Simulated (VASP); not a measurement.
# KCl (P4_2/mmc) in VASP: a series of runs, part 2 of 2

VASP 6.6.1. Earlier steps stand in the parts before.

## (4) Single point, PBE

This run uses another cell than the first one: it holds 8 atoms, not 4.

Input file INCAR:

```
PREC     = Accurate       # precision mode
ENCUT    = 520            # plane-wave cutoff, eV
EDIFF    = 1E-6           # SCF threshold, eV
ISMEAR   = 0              # smearing method
SIGMA    = 0.1            # smearing width, eV
LREAL    = False          # projectors in reciprocal space
LASPH    = True           # aspherical terms in the spheres
NELM     = 60             # most SCF steps
ALGO     = Normal         # electronic algorithm
ISIF     = 2              # what is computed and relaxed
LWAVE    = False          # write WAVECAR
LCHARG   = True           # write CHGCAR
GGA      = PE             # functional
LELF     = True           # ELF
LVHAR    = True         
NBANDS   = 42             # bands
```

Input file KPOINTS:

```
regular mesh
0
Gamma
  4 4 1
```

Input file POSCAR:

```
KCl
1.0
    4.5430691826      0.0000000000      0.0000000000
    0.0000000000      4.5430691826      0.0000000000
    0.0000000000      0.0000000000     16.5435955240
K Cl
4 4
Direct
    0.0000000000      0.5000000000      0.0000000000
    0.0000000000      0.5000000000      0.5000000000
    0.5000000000      0.0000000000      0.2500000000
    0.5000000000      0.0000000000      0.7500000000
    0.5000000000      0.5000000000      0.1250000000
    0.5000000000      0.5000000000      0.6250000000
    0.5000000000      0.5000000000      0.3750000000
    0.5000000000      0.5000000000      0.8750000000
```

Potentials or basis: VASP PAW PBE potentials, release 64 (K_sv, Cl).

The run is started by

```
> cat potpaw_PBE.64/K_sv/POTCAR potpaw_PBE.64/Cl/POTCAR > POTCAR
> mpirun -np 1 vasp_std > vasp.out
```

OUTCAR:

```text
PREC = Accurate
   ENCUT = 520
   EDIFF = 1E-6
   ISMEAR = 0
   LREAL = False
   LASPH = True
   NELM = 60
   ISIF = 2
   GGA = PE

 ion  position               nearest neighbor table
   1  0.000  0.500  0.000-   5 3.07   8 3.07   5 3.07   8 3.07
   2  0.000  0.500  0.500-   6 3.07   7 3.07   6 3.07   7 3.07
   3  0.500  0.000  0.250-   5 3.07   7 3.07   5 3.07   7 3.07
   4  0.500  0.000  0.750-   6 3.07   8 3.07   6 3.07   8 3.07
   5  0.500  0.500  0.125-   1 3.07   3 3.07   3 3.07   1 3.07
   6  0.500  0.500  0.625-   2 3.07   4 3.07   4 3.07   2 3.07
   7  0.500  0.500  0.375-   2 3.07   3 3.07   3 3.07   2 3.07
   8  0.500  0.500  0.875-   1 3.07   4 3.07   4 3.07   1 3.07
[... 7 lines left out ...]
 A1 = (   4.5430691826,   0.0000000000,   0.0000000000)
 A2 = (   0.0000000000,   4.5430691826,   0.0000000000)
 A3 = (   0.0000000000,   0.0000000000,  16.5435955240)

Analysis of symmetry for initial positions (statically):
=====================================================================
 Subroutine PRICEL returns following result:

  LATTYP: Found a simple tetragonal cell.
[... 184 lines left out ...]
 Fermi energy:        -2.2236650440

 k-point     1 :       0.0000    0.0000    0.0000
  band No.  band energies     occupation
      1     -30.5336      2.00000
      2     -30.5326      2.00000
      3     -30.5326      2.00000
      4     -30.5316      2.00000
      5     -15.0151      2.00000
      6     -14.8984      2.00000
[... 259 lines left out ...]
     41       6.0257      0.00000
     42       6.5102      0.00000

------------------------ aborting loop because EDIFF is reached ----------------------------------------

  FORCE on cell =-STRESS in cart. coord.  units (eV):
  Direction    XX          YY          ZZ          XY          YZ          ZX
  --------------------------------------------------------------------------------------
  -------------------------------------------------------------------------------------
  Total        0.0355279      0.0355279      0.1224357     -0.0000000      0.0000000      0.0000000
  in kB        0.1667063      0.1667063      0.5744999     -0.0000000      0.0000000      0.0000000
  external PRESSURE =       0.3026375 kB  Pullay stress =       0.0000000 kB

 VOLUME and BASIS-vectors are now :
 -----------------------------------------------------------------------------
  energy-cutoff  :      520.00
  volume of cell :      341.45
      direct lattice vectors                 reciprocal lattice vectors
     4.543069183  0.000000000  0.000000000     0.220115512  0.000000000  0.000000000
     0.000000000  4.543069183  0.000000000     0.000000000  0.220115512  0.000000000
     0.000000000  0.000000000 16.543595524     0.000000000  0.000000000  0.060446352

 POSITION                                       TOTAL-FORCE (eV/Angst)
 -----------------------------------------------------------------------------------
      0.00000      2.27153      0.00000        -0.000000     -0.000000      0.000000
      0.00000      2.27153      8.27180        -0.000000     -0.000000      0.000000
      2.27153      0.00000      4.13590        -0.000000     -0.000000      0.000000
      2.27153      0.00000     12.40770        -0.000000      0.000000      0.000000
      2.27153      2.27153      2.06795        -0.000000     -0.000000     -0.000000
      2.27153      2.27153     10.33975         0.000000     -0.000000     -0.000000
      2.27153      2.27153      6.20385        -0.000000      0.000000     -0.000000
      2.27153      2.27153     14.47565        -0.000000      0.000000     -0.000000
 -----------------------------------------------------------------------------------
    total drift:                                0.000000      0.000000      0.000000

  FREE ENERGIE OF THE ION-ELECTRON SYSTEM (eV)
  ---------------------------------------------------
  free  energy   TOTEN  =       -25.9878594010 eV

  energy  without entropy=      -25.9878594010  energy(sigma->0) =      -25.98785940
```

OSZICAR:

```text
N       E                     dE             d eps       ncg     rms          rms(c)
DAV:   1     0.524056355356E+03    0.52406E+03   -0.27607E+04   520   0.129E+03
DAV:   2     0.267773534544E+02   -0.49728E+03   -0.47917E+03   668   0.335E+02
DAV:   3    -0.266209275977E+02   -0.53398E+02   -0.53194E+02   712   0.946E+01
DAV:   4    -0.281250283929E+02   -0.15041E+01   -0.15016E+01   680   0.181E+01
DAV:   5    -0.282478259016E+02   -0.12280E+00   -0.12278E+00   832   0.317E+00    0.692E+00
DAV:   6    -0.262086300499E+02    0.20392E+01   -0.36991E+00   580   0.550E+00    0.549E+00
DAV:   7    -0.259329142639E+02    0.27572E+00   -0.86246E-01   632   0.279E+00    0.385E+00
DAV:   8    -0.259648765317E+02   -0.31962E-01   -0.18114E-01   612   0.198E+00    0.836E-01
DAV:   9    -0.259704871173E+02   -0.56106E-02   -0.39823E-02   648   0.654E-01    0.336E-01
DAV:  10    -0.259870247875E+02   -0.16538E-01   -0.14873E-02   522   0.580E-01    0.106E-01
DAV:  11    -0.259876975983E+02   -0.67281E-03   -0.17420E-03   664   0.163E-01    0.365E-02
DAV:  12    -0.259878139093E+02   -0.11631E-03   -0.16929E-04   620   0.649E-02    0.131E-02
DAV:  13    -0.259878558593E+02   -0.41950E-04   -0.33620E-05   560   0.332E-02    0.108E-02
DAV:  14    -0.259878587280E+02   -0.28687E-05   -0.81044E-06   514   0.133E-02    0.479E-03
DAV:  15    -0.259878594010E+02   -0.67304E-06   -0.92492E-07   368   0.522E-03
   1 F= -.25987859E+02 E0= -.25987859E+02  d E =-.412675E-10
```

stdout:

```text
POSCAR found type information on POSCAR K Cl
 POSCAR found :  2 types and       8 ions
 scaLAPACK will be used
 LDA part: xc-table for (Slater+PW92), standard interpolation
 POSCAR, INCAR and KPOINTS ok, starting setup
 FFT: planning ... GRIDC
 FFT: planning ... GRID_SOFT
 FFT: planning ... GRID
 WAVECAR not read
 entering main loop
```

It took 78 s on 1 thread of Intel Xeon Platinum 8488C (Sapphire Rapids), shared host; peak memory 0.41 GiB.

What came out:

```yaml
Free_energy: -25.9879 eV
Pressure: 0.0 GPa
Band_gap_on_the_k_mesh: 4.01 eV
```

Levels at points of the mesh, in eV from the valence-band top:
```tsv
k point	band 28	band 29	band 30	band 31	band 32	band 33	band 34	band 35	band 36	band 37
(0.00, 0.00, 0.00)	-0.16	-0.16	-0.13	-0.13	0.00	4.01	4.73	4.73	5.98	6.66
(0.50, 0.00, 0.00)	-0.28	-0.22	-0.14	-0.09	-0.07	5.95	5.99	6.47	6.60	6.69
(0.50, 0.50, 0.00)	-0.38	-0.38	-0.36	-0.36	-0.18	6.20	6.31	6.31	6.44	7.00
```

## (5) Single point, PBE

This run uses another cell than the first one, of 42.68 Å³/atom, 0.761 times its volume.

Input file INCAR:

```
PREC     = Accurate       # precision mode
ENCUT    = 520            # plane-wave cutoff, eV
EDIFF    = 1E-7           # SCF threshold, eV
ISMEAR   = 0              # smearing method
SIGMA    = 0.02           # smearing width, eV
LREAL    = F              # projectors in reciprocal space
LASPH    = T              # aspherical terms in the spheres
NELM     = 100            # most SCF steps
ALGO     = Normal         # electronic algorithm
ISIF     = 2              # what is computed and relaxed
LWAVE    = F              # write WAVECAR
LCHARG   = T              # write CHGCAR
GGA      = PE             # functional
LELF     = T              # ELF
LVHAR    = T            
NBANDS   = 24             # bands
```

Input file KPOINTS:

```
Automatic mesh
0
Gamma
  6 6 4
```

Input file POSCAR:

```
KCl
1.0
    4.5430691826      0.0000000000      0.0000000000
    0.0000000000      4.5430691826      0.0000000000
    0.0000000000      0.0000000000      8.2717977620
K Cl
2 2
Direct
    0.0000000000      0.5000000000      0.0000000000
    0.5000000000      0.0000000000      0.5000000000
    0.5000000000      0.5000000000      0.2500000000
    0.5000000000      0.5000000000      0.7500000000
```

The run is started by

```
> cat potpaw_PBE.64/K_sv/POTCAR potpaw_PBE.64/Cl/POTCAR > POTCAR
> mpirun -np 1 vasp_std > vasp.out
```

Run time: 80 s. Hardware: 1 thread of Intel Xeon Platinum 8488C (Sapphire Rapids), shared host; peak memory 0.31 GiB.

The run converged. Its results:

| Quantity | Value |
| --- | --- |
| Free energy | -12.9944 eV |
| Pressure | 0.0 GPa |
| Band gap on the k mesh | 4.01 eV, direct |

Levels at points of the mesh, in eV from the valence-band top:
```
           k point  band 13  band 14  band 15  band 16  band 17  band 18  band 19  band 20
(0.00, 0.00, 0.00)    -0.28    -0.16    -0.16     0.00     4.01     5.98     6.66     7.32
(0.50, 0.00, 0.00)    -0.49    -0.22    -0.14    -0.09     5.95     6.60     6.69     7.76
(0.50, 0.50, 0.00)    -0.53    -0.38    -0.38    -0.18     6.20     6.44     7.00     7.00
(0.00, 0.00, 0.50)    -0.30    -0.30    -0.13    -0.13     4.73     4.73     7.53     7.53
(0.50, 0.00, 0.50)    -0.56    -0.31    -0.28    -0.07     6.00     6.47     7.37     7.64
(0.50, 0.50, 0.50)    -0.50    -0.50    -0.36    -0.36     6.31     6.31     7.11     7.11
```

A k mesh can miss the band edges. Expect the measured gap to be larger: semilocal functionals such as PBE lack the derivative discontinuity.

## (6) The runs side by side

```csv
cell,k mesh,smearing,gap on the mesh (eV),pressure (GPa)
"a = 5.413, b = 5.413, c = 7.656 Å, 4 atoms",4 × 4 × 2,gaussian 0.1 eV,2.89,-1.3
"a = 4.543, b = 4.543, c = 8.272 Å, 4 atoms",4 × 4 × 4,gaussian 0.02 eV,4.01,0.0
"a = 4.543, b = 4.543, c = 16.544 Å, 8 atoms",4 × 4 × 1,gaussian 0.1 eV,4.01,0.0
"a = 4.543, b = 4.543, c = 8.272 Å, 4 atoms",6 × 6 × 4,gaussian 0.02 eV,4.01,0.0
```

Alike in all rows: task single point; level PBE; potentials or basis VASP PAW PBE potentials, release 64 (K_sv, Cl); no spin polarisation; cutoff (eV) 520.

Absolute energies hang on the potentials; compare differences alone.
